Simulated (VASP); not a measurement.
Wanted: the native input for a VASP 6.6.1 run.

- Task: relaxation of the atoms
- Functional: PBE
- Potentials or basis: VASP PAW PBE potentials, release 64 (Se, W_sv)
- Cutoff: 520 eV
- k mesh: 9 × 9 × 1
- Occupations: gaussian, width 0.05 eV
- Spin: no spin polarisation
- Dipole correction: yes
- Further INCAR settings: ALGO = Normal; EDIFF = 1e-06; IBRION = 2; EDIFFG = -0.02; NSW = 80

The structure of WSe2 lies in POSCAR:

```
WSe2
1.0
    3.3209868302      0.0000000000      0.0000000000
   -1.6604934151      2.8760589606      0.0000000000
    0.0000000000      0.0000000000     40.9217738089
Se W
8 4
Direct
    0.3333333333      0.6666666667      0.1832765128
    0.3333333333      0.6666666667      0.2652882930
    0.6666666667      0.3333333333      0.3670882442
    0.6666666667      0.3333333333      0.4491000244
    0.3333333333      0.6666666667      0.5508999756
    0.3333333333      0.6666666667      0.6329117558
    0.6666666667      0.3333333333      0.7347117070
    0.6666666667      0.3333333333      0.8167234872
    0.6666666667      0.3333333333      0.2242824029
    0.3333333333      0.6666666667      0.4080941343
    0.6666666667      0.3333333333      0.5919058657
    0.3333333333      0.6666666667      0.7757175971
```

These files were run (other wordings do the same):

INCAR

```
ALGO = Normal ; DIPOL = 0.5 0.5 0.500
EDIFF = 1E-6 ; EDIFFG = -0.02
ENCUT = 520 ; GGA = PE
IBRION = 2 ; IDIPOL = 3
ISIF = 2 ; ISMEAR = 0
KPAR = 4 ; LASPH = T
LCHARG = F ; LDIPOL = T
LREAL = F ; LWAVE = F
NELM = 100 ; NSW = 80
PREC = Accurate ; SIGMA = 0.05
```

KPOINTS

```
k-points
0
Gamma
  9 9 1
```

Potentials or basis: VASP PAW PBE potentials, release 64 (Se, W_sv).

The run is started by

```bash
$ cat potpaw_PBE.64/Se/POTCAR potpaw_PBE.64/W_sv/POTCAR > POTCAR
$ mpirun -np 4 vasp_std > vasp.out
```

It gave:

```json
{
  "Energy gained by relaxing": "0.0 meV/atom",
  "Ionic steps": "2",
  "Largest force after relaxing": "0.010 eV/Å",
  "Band gap on the k mesh": "1.53 eV"
}
```

Caveat: spin-orbit coupling is left out, which moves the levels of the heavy elements.

Run time: 8.9 min on 4 MPI ranks on Intel(R) Xeon(R) Platinum 8259CL CPU @ 2.50GHz (Skylake/Cascade Lake), on a shared host, peak memory 0.74 GiB a rank.
